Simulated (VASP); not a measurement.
# Na4AlPS4 (F-43m) in VASP: a series of runs

Runs on Na4AlPS4. Level: PBE. Tasks: single point, relaxation of cell and atoms.

Program: VASP 6.6.1. These are calculated values, not measurements. Logs are shortened: lines on timing, memory, paths and dates and some standing lists are left out, and cuts for length are marked.

### Step 1. The cell of the first run

Symmetry: F-43m, No. 216, cubic system. The conventional cell has a = 8.777 Å, b = 8.777 Å, c = 8.777 Å, α = 90.00°, β = 90.00°, γ = 90.00°. Na (site symmetry 3m) has 6 Na at 3.10 Å and 6 S at 3.10 Å and 3 Al at 3.64 Å and 3 P at 3.64 Å within 4.1 Å. Al (site symmetry -43m) has 4 S at 1.94 Å within 2.6 Å. P (site symmetry -43m) has 4 S at 1.86 Å within 2.5 Å. S (site symmetry 3m) has 1 P at 1.86 Å and 1 Al at 1.94 Å within 2.5 Å.

### Step 2. Single point, PBE

INCAR reads:

```
ALGO = Normal ; EDIFF = 1E-6
ENCUT = 520 ; GGA = PE
ISIF = 2 ; ISMEAR = 0
LASPH = True ; LCHARG = True
LELF = True ; LREAL = False
LVHAR = True ; LWAVE = False
NBANDS = 41 ; NELM = 80
PREC = Accurate ; SIGMA = 0.1
```

KPOINTS reads:

```
k-points
0
Gamma
  4 4 4
```

POSCAR reads:

```
Na4AlPS4
1.0
    0.0000000000      4.3886287900      4.3886287900
    4.3886287900      0.0000000000      4.3886287900
    4.3886287900      4.3886287900      0.0000000000
Na Al P S
4 1 1 4
Direct
    0.3750000000      0.3750000000      0.8750000000
    0.8750000000      0.3750000000      0.3750000000
    0.3750000000      0.3750000000      0.3750000000
    0.3750000000      0.8750000000      0.3750000000
    0.0000000000      0.0000000000      0.0000000000
    0.7500000000      0.7500000000      0.7500000000
    0.8721002100      0.8721002100      0.3836993600
    0.3836993600      0.8721002100      0.8721002100
    0.8721002100      0.8721002100      0.8721002100
    0.8721002100      0.3836993600      0.8721002100
```

Potentials or basis: VASP PAW PBE potentials, release 64 (Na_pv, Al, P, S).

Command:

```
cat potpaw_PBE.64/Na_pv/POTCAR potpaw_PBE.64/Al/POTCAR potpaw_PBE.64/P/POTCAR potpaw_PBE.64/S/POTCAR > POTCAR
mpirun -np 1 vasp_std > vasp.out
```

OUTCAR:

```text
EDIFF = 1E-6
   ENCUT = 520
   GGA = PE
   ISIF = 2
   ISMEAR = 0
   LASPH = True
   LREAL = False
   NELM = 80
   PREC = Accurate

 ion  position               nearest neighbor table
   1  0.375  0.375  0.875-
   2  0.875  0.375  0.375-
   3  0.375  0.375  0.375-
   4  0.375  0.875  0.375-
   5  0.000  0.000  0.000-   7 1.94   8 1.94  10 1.94   9 1.94
   6  0.750  0.750  0.750-   9 1.86   8 1.86   7 1.86  10 1.86
   7  0.872  0.872  0.384-   6 1.86   5 1.94
   8  0.384  0.872  0.872-   6 1.86   5 1.94
   9  0.872  0.872  0.872-   6 1.86   5 1.94
  10  0.872  0.384  0.872-   6 1.86   5 1.94

  LATTYP: Found a face centered cubic cell.
 ALAT       =     8.7772575800

  Lattice vectors:

 A1 = (   0.0000000000,   4.3886287900,   4.3886287900)
 A2 = (   4.3886287900,   0.0000000000,   4.3886287900)
 A3 = (   4.3886287900,   4.3886287900,   0.0000000000)

Analysis of symmetry for initial positions (statically):
=====================================================================
 Subroutine PRICEL returns:
 Original cell was already a primitive cell.

 Routine SETGRP: Setting up the symmetry group for a
 face centered cubic supercell.

 Subroutine GETGRP returns: Found 24 space group operations
 (whereof 24 operations were pure point group operations)
 out of a pool of 48 trial point group operations.

The static configuration has the point symmetry T_d .

Analysis of symmetry for dynamics (positions and initial velocities):
=====================================================================
 Subroutine PRICEL returns:
 Original cell was already a primitive cell.

 Routine SETGRP: Setting up the symmetry group for a
 face centered cubic supercell.

 Subroutine GETGRP returns: Found 24 space group operations
 (whereof 24 operations were pure point group operations)
 out of a pool of 48 trial point group operations.

The dynamic configuration has the point symmetry T_d .

 Subroutine INISYM returns: Found 24 space group operations
 (whereof 24 operations are pure point group operations),
 and found     1 'primitive' translations

----------------------------------------------------------------------------------------

                                     Primitive cell

  volume of cell :     169.0505

  direct lattice vectors                    reciprocal lattice vectors
     0.000000000  4.388628790  4.388628790    -0.113930803  0.113930803  0.113930803
     4.388628790  0.000000000  4.388628790     0.113930803 -0.113930803  0.113930803
     4.388628790  4.388628790  0.000000000     0.113930803  0.113930803 -0.113930803

  length of vectors
     6.206458355  6.206458355  6.206458355     0.197333939  0.197333939  0.197333939

  position of ions in fractional coordinates (direct lattice)
     0.375000000  0.375000000  0.875000000
     0.875000000  0.375000000  0.375000000
     0.375000000  0.375000000  0.375000000
     0.375000000  0.875000000  0.375000000
     0.000000000  0.000000000  0.000000000
     0.750000000  0.750000000  0.750000000
     0.872100210  0.872100210  0.383699360
     0.383699360  0.872100210  0.872100210
     0.872100210  0.872100210  0.872100210
     0.872100210  0.383699360  0.872100210

  ion indices of the primitive-cell ions
   primitive index   ion index
                 1           1
                 2           2
                 3           3
                 4           4
                 5           5
                 6           6
                 7           7
                 8           8
                 9           9
                10          10

----------------------------------------------------------------------------------------

 KPOINTS: k-points

Automatic generation of k-mesh.
 Grid dimensions read from file:
 generate k-points for:    4    4    4

 Generating k-lattice:

  Cartesian coordinates                     Fractional coordinates (reciprocal lattice)
    -0.028482701  0.028482701  0.028482701     0.250000000  0.000000000  0.000000000
     0.028482701 -0.028482701  0.028482701     0.000000000  0.250000000  0.000000000
     0.028482701  0.028482701 -0.028482701     0.000000000  0.000000000  0.250000000

  Length of vectors
     0.049333485  0.049333485  0.049333485

  Shift w.r.t. Gamma in fractional coordinates (k-lattice)
     0.000000000  0.000000000  0.000000000

 Subroutine IBZKPT returns following result:
 ===========================================

 Found      8 irreducible k-points:

 Following reciprocal coordinates:
            Coordinates               Weight
  0.000000  0.000000  0.000000      1.000000
  0.250000  0.000000  0.000000      8.000000
  0.500000  0.000000  0.000000      4.000000
  0.250000  0.250000  0.000000      6.000000
  0.500000  0.250000  0.000000     24.000000
 -0.250000  0.250000  0.000000     12.000000
  0.500000  0.500000  0.000000      3.000000
 -0.250000  0.500000  0.250000      6.000000
   k-points           NKPTS =      8   k-points in BZ     NKDIM =      8   number of bands    NBANDS=     41
   number of dos      NEDOS =    301   number of ions     NIONS =     10
   total plane-waves  NPLWV = 110592
   dimension x,y,z NGX =    48 NGY =   48 NGZ =   48
   dimension x,y,z NGXF=    96 NGYF=   96 NGZF=   96
   ions per type =               4   1   1   4
   NGX,Y,Z   is equivalent  to a cutoff of  12.86, 12.86, 12.86 a.u.
   NGXF,Y,Z  is equivalent  to a cutoff of  25.71, 25.71, 25.71 a.u.
 SYSTEM =  unknown system
   PREC   = accura    normal or accurate (medium, high low for compatibility)
   ISTART =      0    job   : 0-new  1-cont  2-samecut
   ICHARG =      2    charge: 1-file 2-atom 10-const
   ISPIN  =      1    spin polarized calculation?
   LNONCOLLINEAR =      F non collinear calculations
   LSORBIT =      F    spin-orbit coupling
   LASPH  =      T    aspherical Exc in radial PAW
   ENCUT  =  520.0 eV  38.22 Ry    6.18 a.u.  11.54 11.54 11.54*2*pi/ulx,y,z
   NELM   =     80;   NELMIN=  2; NELMDL= -5     # of ELM steps
   EDIFF  = 0.1E-05   stopping-criterion for ELM
   LREAL  =      F    real-space projection
   EDIFFG = 0.1E-04   stopping-criterion for IOM
   NSW    =      0    number of steps for IOM
   IBRION =     -1    ionic relax: 0-MD 1-quasi-New 2-CG
   NFREE  =      0    steps in history (QN), initial steepest desc. (CG)
   ISIF   =      2    stress and relaxation
   ISYM   =      2    0-nonsym 1-usesym 2-fastsym
   POTIM  = 0.5000    time-step for ionic-motion
   TEBEG  =    0.0;   TEEND  =   0.0 temperature during run
   PSTRESS=    0.0 pullay stress
   NELECT =      60.0000    total number of electrons
   NUPDOWN=      -1.0000    fix difference up-down
   EMIN   =  10.00;   EMAX   =-10.00  energy-range for DOS
   EFERMI =   0.00;   METHOD = LEGACY
   ISMEAR =     0;   SIGMA  =   0.10  broadening in eV -4-tet -1-fermi 0-gaus
   EFERMI_NEDOS =   21; number of points for ismear=-14 and -15
   IALGO  =     38    algorithm
   IMIX   =      4    mixing-type and parameters
     AMIX     =   0.40;   BMIX     =  1.00
     AMIX_MAG =   1.60;   BMIX_MAG =  1.00
  volume/ion in A,a.u.               =      16.91       114.08
  Fermi-wavevector in a.u.,A,eV,Ry     =   1.159097  2.190375 18.279503  1.343506
  Thomas-Fermi vector in A             =   2.295693
   LORBIT       =      0    0 simple, 1 ext, 2 COOP (PROOUT), +10 PAW based schemes
   GGA     = PE    functional components
   LHFCALC =     F    Hartree Fock is set to
   AEXX    =    0.0000 exact exchange contribution
   IVDW    =     0    specifies the selected vdW correction
   LEPSILON=     F    determine dielectric tensor
   LRPA    =     F    only Hartree local field effects (RPA)
 non-spin polarized calculation
 Gauss-broadening in eV      SIGMA  =   0.10
  energy-cutoff  :      520.00
  volume of cell :      169.05
 maximum number of plane-waves:      4584
 NGX is ok and might be reduce to    48
   NGX = 23   NGY = 23   NGZ = 23

 number of electron      60.0000004 magnetization

 Free energy of the ion-electron system (eV)
  ---------------------------------------------------
  ext. energy  EPLUGINS =         0.00000000
  ---------------------------------------------------
  free energy    TOTEN  =       -25.31683972 eV

  energy without entropy =      -25.30946678  energy(sigma->0) =      -25.31315325

 E-fermi :   6.8258     XC(G=0):  -9.5521

 val. band max:        6.6553753244   @ k =  -0.2500   0.5000   0.2500
 cond. band min:       6.8342855989   @ k =  -0.2500   0.5000   0.2500
 fundamental gap:      0.1789102745
 Fermi energy:         6.8258146387

 k-point     1 :       0.0000    0.0000    0.0000
  band No.  band energies     occupation
      1     -18.4778      2.00000
      2     -18.4052      2.00000
      3     -18.4052      2.00000
      4     -18.4052      2.00000
      5     -18.3826      2.00000
      6     -18.3826      2.00000
[... 33 lines left out ...]
     40      11.9388      0.00000
     41      11.9388      0.00000

 k-point     2 :       0.2500    0.0000    0.0000
  band No.  band energies     occupation
      1     -18.4620      2.00000
      2     -18.4000      2.00000
      3     -18.3987      2.00000
      4     -18.3987      2.00000
      5     -18.3774      2.00000
      6     -18.3774      2.00000
[... 33 lines left out ...]
     40      10.7190      0.00000
     41      11.4879      0.00000

 k-point     3 :       0.5000    0.0000    0.0000
  band No.  band energies     occupation
      1     -18.4460      2.00000
      2     -18.3948      2.00000
      3     -18.3948      2.00000
      4     -18.3746      2.00000
      5     -18.3569      2.00000
      6     -18.3569      2.00000
[... 33 lines left out ...]
     40      11.0725      0.00000
     41      11.0725      0.00000

 k-point     4 :       0.2500    0.2500    0.0000
  band No.  band energies     occupation
      1     -18.4547      2.00000
      2     -18.4063      2.00000
      3     -18.3914      2.00000
      4     -18.3914      2.00000
      5     -18.3827      2.00000
      6     -18.3728      2.00000
[... 33 lines left out ...]
     40      10.9107      0.00000
     41      10.9621      0.00000

 k-point     5 :       0.5000    0.2500    0.0000
  band No.  band energies     occupation
      1     -18.4321      2.00000
      2     -18.3989      2.00000
      3     -18.3870      2.00000
      4     -18.3833      2.00000
      5     -18.3649      2.00000
      6     -18.3567      2.00000
[... 33 lines left out ...]
     40      10.6969      0.00000
     41      11.4517      0.00000

 k-point     6 :      -0.2500    0.2500    0.0000
  band No.  band energies     occupation
      1     -18.4412      2.00000
      2     -18.3972      2.00000
      3     -18.3905      2.00000
      4     -18.3866      2.00000
      5     -18.3778      2.00000
      6     -18.3571      2.00000
[... 33 lines left out ...]
     40      11.1404      0.00000
     41      11.4815      0.00000

 k-point     7 :       0.5000    0.5000    0.0000
  band No.  band energies     occupation
      1     -18.4146      2.00000
      2     -18.4146      2.00000
      3     -18.3656      2.00000
      4     -18.3655      2.00000
      5     -18.3650      2.00000
      6     -18.3650      2.00000
[... 33 lines left out ...]
     40      11.8389      0.00000
     41      11.9933      0.00000

 k-point     8 :      -0.2500    0.5000    0.2500
  band No.  band energies     occupation
      1     -18.4082      2.00000
      2     -18.4076      2.00000
      3     -18.3870      2.00000
      4     -18.3859      2.00000
      5     -18.3571      2.00000
      6     -18.3568      2.00000
[... 33 lines left out ...]
     40      10.9140      0.00000
     41      10.9451      0.00000

------------------------ aborting loop because EDIFF is reached ----------------------------------------

  FORCE on cell =-STRESS in cart. coord.  units (eV):
  Direction    XX          YY          ZZ          XY          YZ          ZX
  --------------------------------------------------------------------------------------
  -------------------------------------------------------------------------------------
  Total       39.1561087     39.1561087     39.1561087      0.0000000      0.0000000     -0.0000000
  in kB      371.1022337    371.1022337    371.1022337      0.0000000      0.0000000     -0.0000000
  external PRESSURE =     371.1022337 kB  Pullay stress =       0.0000000 kB

 VOLUME and BASIS-vectors are now :
 -----------------------------------------------------------------------------
  energy-cutoff  :      520.00
  volume of cell :      169.05
      direct lattice vectors                 reciprocal lattice vectors
     0.000000000  4.388628790  4.388628790    -0.113930803  0.113930803  0.113930803
     4.388628790  0.000000000  4.388628790     0.113930803 -0.113930803  0.113930803
     4.388628790  4.388628790  0.000000000     0.113930803  0.113930803 -0.113930803

 POSITION                                       TOTAL-FORCE (eV/Angst)
 -----------------------------------------------------------------------------------
      5.48579      5.48579      3.29147         0.018175      0.018175     -0.018175
      3.29147      5.48579      5.48579        -0.018175      0.018175      0.018175
      3.29147      3.29147      3.29147        -0.018175     -0.018175     -0.018175
      5.48579      3.29147      5.48579         0.018175     -0.018175      0.018175
      0.00000      0.00000      0.00000         0.000000      0.000000      0.000000
      6.58294      6.58294      6.58294         0.000000      0.000000      0.000000
      5.51124      5.51124      7.65465        -0.013519     -0.013519      0.013519
      7.65465      5.51124      5.51124         0.013519     -0.013519     -0.013519
      7.65465      7.65465      7.65465         0.013519      0.013519      0.013519
      5.51124      7.65465      5.51124        -0.013519      0.013519     -0.013519
 -----------------------------------------------------------------------------------
    total drift:                                0.000045      0.000045      0.000045

  FREE ENERGIE OF THE ION-ELECTRON SYSTEM (eV)
  ---------------------------------------------------
  free  energy   TOTEN  =       -25.3168397207 eV

  energy  without entropy=      -25.3094667794  energy(sigma->0) =      -25.31315325
```

It took 57 s on 1 thread of Oxide Virtual Turin-like, shared host; peak memory 0.3 GiB.

Results:

```
Free energy            : -25.3168 eV
Pressure               : 37.1 GPa
Largest force          : 0.031 eV/Å
Band gap on the k mesh : zero (band 30 reaches 6.83 eV, above the bottom of band 31 at 6.13 eV)
```

Forces on the atoms (eV/Å):
```
Na   0.018  0.018 -0.018
Na  -0.018  0.018  0.018
Na  -0.018 -0.018 -0.018
Na   0.018 -0.018  0.018
Al   0.000  0.000  0.000
P    0.000  0.000  0.000
S   -0.014 -0.014  0.014
S    0.014 -0.014 -0.014
S    0.014  0.014  0.014
S   -0.014  0.014 -0.014
```

Levels at points of the mesh, in eV from the Fermi level:
```
           k point  band 27  band 28  band 29  band 30  band 31  band 32  band 33  band 34
(0.00, 0.00, 0.00)    -3.02    -3.02    -3.01    -0.70    -0.70    -0.70    -0.21     1.37
(0.50, 0.00, 0.00)    -4.30    -3.02    -1.67    -0.62     0.39     0.98     0.98     1.02
(0.50, 0.50, 0.00)    -3.88    -3.88    -0.26    -0.23     0.36     0.50     1.75     1.75
```

[end of part 1 of 3]
